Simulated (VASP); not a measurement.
A run of VASP 6.6.1:

File INCAR:

```
  ALGO = Fast
  EDIFF = 1E-6
  ENCUT = 520
  GGA = PE
  ISIF = 2
  ISMEAR = 0
  LASPH = True
  LCHARG = False
  LREAL = False
  LWAVE = False
  NBANDS = 22
  NELM = 80
  PREC = Accurate
  SIGMA = 0.15
```

File KPOINTS:

```
k-points
0
Gamma
  21 21 12
```

The input POSCAR:

```
Rh
1.0
    2.8014873948      0.0000000000      0.0000000000
   -1.4007436974      2.4261592522      0.0000000000
    0.0000000000      0.0000000000      4.6462668442
Rh
2
Direct
    0.6666666667      0.3333333333      0.7500000000
    0.3333333333      0.6666666667      0.2500000000
```

Potentials or basis: VASP PAW PBE potentials, release 64 (Rh_pv).

The run is started by

```bash
$ cat potpaw_PBE.64/Rh_pv/POTCAR > POTCAR
$ mpirun -np 1 vasp_std > vasp.out
```

Hardware: 1 thread of Intel(R) Xeon(R) Platinum 8488C (Sapphire Rapids), on a shared host.

Q: How long does it take, and how much memory?

A: Wall time 92 s on 1 thread of Intel(R) Xeon(R) Platinum 8488C (Sapphire Rapids), with other jobs on the host, peak memory 0.29 GiB. Counts: scf iterations 12, k points 336.
